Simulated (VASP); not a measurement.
# Os (Im-3m) in VASP: a series of runs, part 2 of 2

VASP 6.6.1.

## (3) Relaxation of cell and atoms, PBE

This run uses another cell than the first one, of 14.00 Å³/atom.

Input file INCAR:

```
  PREC = Accurate
  ENCUT = 600
  EDIFF = 1E-7
  ISMEAR = 0
  SIGMA = 0.1
  LREAL = F
  LASPH = T
  NELM = 120
  ALGO = Normal
  ISIF = 3
  LWAVE = F
  LCHARG = F
  GGA = PE
  IBRION = 2
  NSW = 100
  EDIFFG = -0.05
  GGA_COMPAT = F
  NELMIN = 4
```

Input file KPOINTS:

```
regular mesh
0
Gamma
  10 10 10
```

Input file POSCAR:

```
Os
1.0
   -1.5182944859      1.5182944859      1.5182944859
    1.5182944859     -1.5182944859      1.5182944859
    1.5182944859      1.5182944859     -1.5182944859
Os
1
Direct
    0.0000000000      0.0000000000      0.0000000000
```

Potentials or basis: VASP PAW PBE potentials, release 64 (Os).

The run is started by

```console
$ cat potpaw_PBE.64/Os/POTCAR > POTCAR
$ mpirun -np 1 vasp_std > vasp.out
```

OUTCAR:

```text
PREC = Accurate
   ENCUT = 600
   EDIFF = 1E-7
   ISMEAR = 0
   LREAL = F
   LASPH = T
   NELM = 120
   ISIF = 3
   GGA = PE
   IBRION = 2
   NSW = 100
   EDIFFG = -0.05
   NELMIN = 4

 ion  position               nearest neighbor table
   1  0.000  0.000  0.000-

  LATTYP: Found a body centered cubic cell.
 ALAT       =     3.0365889718

  Lattice vectors:

 A1 = (  -1.5182944859,   1.5182944859,   1.5182944859)
 A2 = (   1.5182944859,  -1.5182944859,   1.5182944859)
 A3 = (   1.5182944859,   1.5182944859,  -1.5182944859)

Analysis of symmetry for initial positions (statically):
=====================================================================
 Subroutine PRICEL returns:
 Original cell was already a primitive cell.

 Routine SETGRP: Setting up the symmetry group for a
 body centered cubic supercell.

 Subroutine GETGRP returns: Found 48 space group operations
 (whereof 48 operations were pure point group operations)
 out of a pool of 48 trial point group operations.

The static configuration has the point symmetry O_h .

Analysis of symmetry for dynamics (positions and initial velocities):
=====================================================================
 Subroutine PRICEL returns:
 Original cell was already a primitive cell.

 Routine SETGRP: Setting up the symmetry group for a
 body centered cubic supercell.

 Subroutine GETGRP returns: Found 48 space group operations
 (whereof 48 operations were pure point group operations)
 out of a pool of 48 trial point group operations.

The dynamic configuration has the point symmetry O_h .

 Subroutine INISYM returns: Found 48 space group operations
 (whereof 48 operations are pure point group operations),
 and found     1 'primitive' translations

----------------------------------------------------------------------------------------

                                     Primitive cell

  volume of cell :      14.0000

  direct lattice vectors                    reciprocal lattice vectors
    -1.518294486  1.518294486  1.518294486     0.000000000  0.329316878  0.329316878
     1.518294486 -1.518294486  1.518294486     0.329316878  0.000000000  0.329316878
     1.518294486  1.518294486 -1.518294486     0.329316878  0.329316878  0.000000000

  length of vectors
     2.629763190  2.629763190  2.629763190     0.465724395  0.465724395  0.465724395

  position of ions in fractional coordinates (direct lattice)
     0.000000000  0.000000000  0.000000000

  ion indices of the primitive-cell ions
   primitive index   ion index
                 1           1

----------------------------------------------------------------------------------------

 KPOINTS: regular mesh

Automatic generation of k-mesh.
 Grid dimensions read from file:
 generate k-points for:   10   10   10

 Generating k-lattice:

  Cartesian coordinates                     Fractional coordinates (reciprocal lattice)
     0.000000000  0.032931688  0.032931688     0.100000000  0.000000000  0.000000000
[... 44 lines left out ...]
   dimension x,y,z NGX =    24 NGY =   24 NGZ =   24
   dimension x,y,z NGXF=    48 NGYF=   48 NGZF=   48
   ions per type =               1
   NGX,Y,Z   is equivalent  to a cutoff of  15.17, 15.17, 15.17 a.u.
   NGXF,Y,Z  is equivalent  to a cutoff of  30.34, 30.34, 30.34 a.u.
 SYSTEM =  unknown system
   PREC   = accura    normal or accurate (medium, high low for compatibility)
   ISTART =      0    job   : 0-new  1-cont  2-samecut
   ICHARG =      2    charge: 1-file 2-atom 10-const
   ISPIN  =      1    spin polarized calculation?
   LNONCOLLINEAR =      F non collinear calculations
   LSORBIT =      F    spin-orbit coupling
   LASPH  =      T    aspherical Exc in radial PAW
   ENCUT  =  600.0 eV  44.10 Ry    6.64 a.u.   5.25  5.25  5.25*2*pi/ulx,y,z
   NELM   =    120;   NELMIN=  4; NELMDL= -5     # of ELM steps
   EDIFF  = 0.1E-06   stopping-criterion for ELM
   LREAL  =      F    real-space projection
   EDIFFG = -.5E-01   stopping-criterion for IOM
   NSW    =    100    number of steps for IOM
   IBRION =      2    ionic relax: 0-MD 1-quasi-New 2-CG
   NFREE  =      1    steps in history (QN), initial steepest desc. (CG)
   ISIF   =      3    stress and relaxation
   ISYM   =      2    0-nonsym 1-usesym 2-fastsym
   POTIM  = 0.5000    time-step for ionic-motion
   TEBEG  =    0.0;   TEEND  =   0.0 temperature during run
   PSTRESS=    0.0 pullay stress
   NELECT =       8.0000    total number of electrons
   NUPDOWN=      -1.0000    fix difference up-down
   EMIN   =  10.00;   EMAX   =-10.00  energy-range for DOS
   EFERMI =   0.00;   METHOD = LEGACY
   ISMEAR =     0;   SIGMA  =   0.10  broadening in eV -4-tet -1-fermi 0-gaus
   EFERMI_NEDOS =   21; number of points for ismear=-14 and -15
   IALGO  =     38    algorithm
   IMIX   =      4    mixing-type and parameters
     AMIX     =   0.40;   BMIX     =  1.00
     AMIX_MAG =   1.60;   BMIX_MAG =  1.00
  volume/ion in A,a.u.               =      14.00        94.48
  Fermi-wavevector in a.u.,A,eV,Ry     =   1.358508  2.567208 25.110144  1.845544
  Thomas-Fermi vector in A             =   2.485335
   LORBIT       =      0    0 simple, 1 ext, 2 COOP (PROOUT), +10 PAW based schemes
   GGA     = PE    functional components
   LHFCALC =     F    Hartree Fock is set to
   AEXX    =    0.0000 exact exchange contribution
   IVDW    =     0    specifies the selected vdW correction
   LEPSILON=     F    determine dielectric tensor
   LRPA    =     F    only Hartree local field effects (RPA)
 conjugate gradient relaxation of ions
 non-spin polarized calculation
 Gauss-broadening in eV      SIGMA  =   0.10
  energy-cutoff  :      600.00
  volume of cell :       14.00
 maximum number of plane-waves:       478
 NGX is ok and might be reduce to    24
   NGX = 11   NGY = 11   NGZ = 11

--------------------------------------- Ionic step        1  -------------------------------------------

 number of electron       8.0000000 magnetization

 Free energy of the ion-electron system (eV)
  ---------------------------------------------------
  ext. energy  EPLUGINS =         0.00000000
  ---------------------------------------------------
  free energy    TOTEN  =       -10.31668548 eV

  energy without entropy =      -10.31084858  energy(sigma->0) =      -10.31376703

------------------------ aborting loop because EDIFF is reached ----------------------------------------

  FORCE on cell =-STRESS in cart. coord.  units (eV):
  Direction    XX          YY          ZZ          XY          YZ          ZX
  --------------------------------------------------------------------------------------
  -------------------------------------------------------------------------------------
  Total        1.9433039      1.9433039      1.9433039      0.0000000      0.0000000      0.0000000
  in kB      222.3941024    222.3941024    222.3941024      0.0000000      0.0000000      0.0000000
  external PRESSURE =     222.3941024 kB  Pullay stress =       0.0000000 kB
[... 92 lines left out ...]
--------------------------------------- Ionic step        4  -------------------------------------------

 number of electron       8.0000001 magnetization

 Free energy of the ion-electron system (eV)
  ---------------------------------------------------
  ext. energy  EPLUGINS =         0.00000000
  ---------------------------------------------------
  free energy    TOTEN  =       -10.36781576 eV

  energy without entropy =      -10.36144767  energy(sigma->0) =      -10.36463171

 E-fermi :   8.9054     XC(G=0): -13.7265

 val. band max:        8.8720488362   @ k =   0.1000   0.0000   0.0000
 cond. band min:       8.9249041005   @ k =  -0.3000   0.3000   0.3000
 fundamental gap:      0.0528552643
 Fermi energy:         8.9054010623

 k-point     1 :       0.0000    0.0000    0.0000
  band No.  band energies     occupation
      1      -1.7902      2.00000
      2       5.6739      2.00000
      3       5.6739      2.00000
      4       5.6739      2.00000
      5       8.8553      1.52111
      6       8.8553      1.52109
      7      25.1283      0.00000
      8      25.1283      0.00000
[... 243 lines left out ...]
 k-point    24 :      -0.3000    0.3000    0.1000
  band No.  band energies     occupation
      1       1.5215      2.00000
      2       4.7039      2.00000
      3       5.3413      2.00000
      4       7.6941      2.00000
      5       9.0376      0.06146
      6       9.6798      0.00000
      7      22.6372      0.00000
      8      24.9967      0.00000

 [... further k-points ...]

------------------------ aborting loop because EDIFF is reached ----------------------------------------

  FORCE on cell =-STRESS in cart. coord.  units (eV):
  Direction    XX          YY          ZZ          XY          YZ          ZX
  --------------------------------------------------------------------------------------
  -------------------------------------------------------------------------------------
  Total       -0.0152834     -0.0152834     -0.0152834     -0.0000000     -0.0000000      0.0000000
  in kB       -1.6561646     -1.6561646     -1.6561646     -0.0000000     -0.0000000      0.0000000
  external PRESSURE =      -1.6561646 kB  Pullay stress =       0.0000000 kB
[... 16 lines left out ...]
  FREE ENERGIE OF THE ION-ELECTRON SYSTEM (eV)
  ---------------------------------------------------
  free  energy   TOTEN  =       -10.3678157575 eV

  energy  without entropy=      -10.3614476718  energy(sigma->0) =      -10.36463171

 reached required accuracy - stopping structural energy minimisation
```

OSZICAR:

```text
N       E                     dE             d eps       ncg     rms          rms(c)
DAV:   1     0.366552503769E+02    0.36655E+02   -0.46613E+03   768   0.105E+03
DAV:   2    -0.992877857192E+01   -0.46584E+02   -0.45739E+02   784   0.230E+02
DAV:   3    -0.109137136629E+02   -0.98494E+00   -0.98364E+00   952   0.334E+01
[... 34 lines left out ...]
DAV:   2    -0.103679237655E+02    0.62258E-03   -0.11051E-03   888   0.333E-01    0.134E-01
DAV:   3    -0.103678107856E+02    0.11298E-03   -0.49625E-04   928   0.209E-01    0.106E-02
DAV:   4    -0.103678150773E+02   -0.42918E-05   -0.52619E-06   808   0.165E-02    0.256E-03
DAV:   5    -0.103678157442E+02   -0.66688E-06   -0.54044E-07   952   0.574E-03    0.880E-04
DAV:   6    -0.103678157575E+02   -0.13265E-07   -0.35647E-08   376   0.239E-03
   4 F= -.10367816E+02 E0= -.10364632E+02  d E =-.511303E-01
```

Run time: 31 s. Hardware: 1 thread of AMD EPYC 7R43 (Zen 3), shared host; peak memory 0.11 GiB.

What came out:

| Property | Result |
| --- | --- |
| Free energy | -10.3678 eV |
| Relaxed volume | 14.79 Å³/atom |
| Relaxed cell | a = 2.678 Å, b = 2.678 Å, c = 2.678 Å, α = 109.47°, β = 109.47°, γ = 109.47° |
| Space group after relaxing (to 0.1 Å) | Im-3m (No. 229) |
| Pressure after relaxing | -0.2 GPa |
| Band gap on the k mesh | zero (bands 4 and 5 overlap by 3.99 eV) |

Final structure:
```
CELL_PARAMETERS angstrom
-1.54617 1.54617 1.54617
1.54617 -1.54617 1.54617
1.54617 1.54617 -1.54617
ATOMIC_POSITIONS crystal
Os 0.00000 0.00000 0.00000
```

Levels at points of the mesh, in eV from the Fermi level:
| k point | band 1 | band 2 | band 3 | band 4 | band 5 | band 6 | band 7 | band 8 |
| --- | --- | --- | --- | --- | --- | --- | --- | --- |
| (0.00, 0.00, 0.00) | -10.70 | -3.23 | -3.23 | -3.23 | -0.05 | -0.05 | 16.22 | 16.22 |
| (0.50, 0.00, 0.00) | -7.51 | -5.23 | -0.19 | -0.18 | 0.56 | 3.14 | 8.73 | 12.46 |
| (0.50, 0.50, 0.50) | -7.09 | -7.09 | 2.35 | 2.35 | 2.35 | 7.80 | 7.80 | 7.80 |

Caveat: spin-orbit coupling is left out, which moves the levels of the heavy elements.

The gap in the log of VASP goes by the Fermi energy; the results here count the filled bands.